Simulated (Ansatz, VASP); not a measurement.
## Ag2O: VASP beside Ansatz

INCAR

```
PREC = Accurate ; ENCUT = 600
EDIFF = 1E-6 ; ISMEAR = 0
SIGMA = 0.1 ; LREAL = F
LASPH = T ; NELM = 120
ALGO = Normal ; ISIF = 2
LWAVE = F ; LCHARG = F
GGA = PE ; NBANDS = 37
GGA_COMPAT = F
```

The input KPOINTS:

```
Automatic mesh
0
Gamma
  8 8 8
```

POSCAR

```
Ag2O
1.0
    4.8596291105      0.0000000000      0.0000000000
    0.0000000000      4.8596291105      0.0000000000
    0.0000000000      0.0000000000      4.8596291105
Ag O
4 2
Direct
    0.2500000000      0.2500000000      0.2500000000
    0.2500000000      0.7500000000      0.7500000000
    0.7500000000      0.7500000000      0.2500000000
    0.7500000000      0.2500000000      0.7500000000
    0.0000000000      0.0000000000      0.0000000000
    0.5000000000      0.5000000000      0.5000000000
```

Input for Ansatz:

```yaml
crystal:
  lattice:
    - [4.8596291105, 0.0, 0.0]
    - [0.0, 4.8596291105, 0.0]
    - [0.0, 0.0, 4.8596291105]
  atoms:
    - { symbol: Ag, position: [0.25, 0.25, 0.25] }
    - { symbol: Ag, position: [0.25, 0.75, 0.75] }
    - { symbol: Ag, position: [0.75, 0.75, 0.25] }
    - { symbol: Ag, position: [0.75, 0.25, 0.75] }
    - { symbol: O, position: [0.0, 0.0, 0.0] }
    - { symbol: O, position: [0.5, 0.5, 0.5] }
basis:
  ecutwfc: 420
kpoints:
  mp_grid: { grid: [8, 8, 8] }
hamiltonian:
  xc: pbe
scf:
  occupations: { method: gaussian, width: 0.1 }
output:
  forces: true
  stress: true
  eigenvalues: true
```

Alike in both runs: task single point; functional PBE; k mesh 8 × 8 × 8; occupations gaussian, width 0.1 eV; no spin polarisation.

|  | VASP | Ansatz |
| --- | --- | --- |
| version | VASP 6.6.1 | Ansatz 0.2.0 |
| potentials or method | VASP PAW PBE potentials, release 64 (Ag, O), cutoff 600 eV | scalar-relativistic, plane waves, PAW |
| valence electrons in the cell | 56 | 88 |

```tsv
	VASP	Ansatz	Ansatz less VASP
gap on the k mesh at the Fermi level (eV)	none	none	-
pressure (GPa)	-2.0	-1.9	+0.14
```

A gap of «none» marks a metal or a gap that the smearing closes. VASP's potentials hold 56 valence electrons a cell and Ansatz's 88, so a difference there can come from the potentials and not from the codes.
